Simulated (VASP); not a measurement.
## Zr3S2: single point with PBE

Zr3S2:

```
Zr S
1.0
     3.45633   -0.11895    0.50633
    -1.42970    5.98995   -0.70779
     0.87567   -3.36866    5.12503
Zr S
3 2
Direct
  0.02814 0.32738 0.37132
  0.37234 0.67747 0.02125
  0.71654 0.02755 0.67119
  0.04512 0.85330 0.84542
  0.69956 0.50164 0.19708
```

The cell was built from a structure type or drawn by symmetry, and may not be a known phase.

```
Program             : VASP 6.6.1
Task                : single point
Functional          : PBE
Potentials or basis : VASP PAW PBE potentials, release 64 (Zr_sv, S)
Cutoff              : 520 eV
k mesh              : 4 × 4 × 4
Occupations         : gaussian, width 0.1 eV
Spin                : no spin polarisation
```

- Pressure: 0.1 GPa
- Largest force: 0.009 eV/Å
- Band gap on the k mesh: zero (bands 24 and 25 overlap by 0.47 eV)

Forces on the atoms (eV/Å):
```
Zr  -0.003 -0.008  0.004
Zr   0.000  0.000  0.000
Zr   0.003  0.008 -0.004
S    0.004 -0.004  0.002
S   -0.004  0.004 -0.002
```

Stress tensor (GPa, compression positive):
```
-0.03 -0.06  0.00
-0.06  0.12 -0.10
 0.00 -0.10  0.12
```

Levels at points of the mesh, in eV from the Fermi level:
```
           k point  band 20  band 21  band 22  band 23  band 24  band 25  band 26  band 27  band 28  band 29
(0.00, 0.00, 0.00)    -3.73    -2.70    -0.68    -0.45    -0.30    -0.25     0.06     0.07     0.35     0.52
(0.50, 0.00, 0.00)    -4.86    -2.72    -1.64    -0.98    -0.57     0.37     1.48     1.80     1.81     2.87
(0.00, 0.50, 0.00)    -4.28    -2.13    -1.28    -0.81    -0.56     0.32     0.50     1.65     1.91     2.22
(0.50, 0.50, 0.00)    -5.34    -1.35    -0.98    -0.58    -0.08     0.90     0.99     1.62     2.07     2.94
(0.00, 0.00, 0.50)    -4.28    -2.12    -1.28    -0.82    -0.56     0.32     0.50     1.65     1.91     2.23
(0.50, 0.00, 0.50)    -5.34    -1.35    -0.98    -0.58    -0.08     0.90     0.99     1.62     2.07     2.94
(0.00, 0.50, 0.50)    -4.12    -2.84    -1.85    -1.23     0.21     0.50     0.60     0.81     1.16     1.37
(0.50, 0.50, 0.50)    -4.73    -2.67    -1.65    -1.10    -0.52     0.29     1.51     1.71     1.82     2.88
```

It took 84 s on 1 thread of Intel(R) Xeon(R) 6975P-C (Granite Rapids) (shared host), peak memory 0.27 GiB.

Caveat: the k points lie up to 0.47 Å⁻¹ apart.
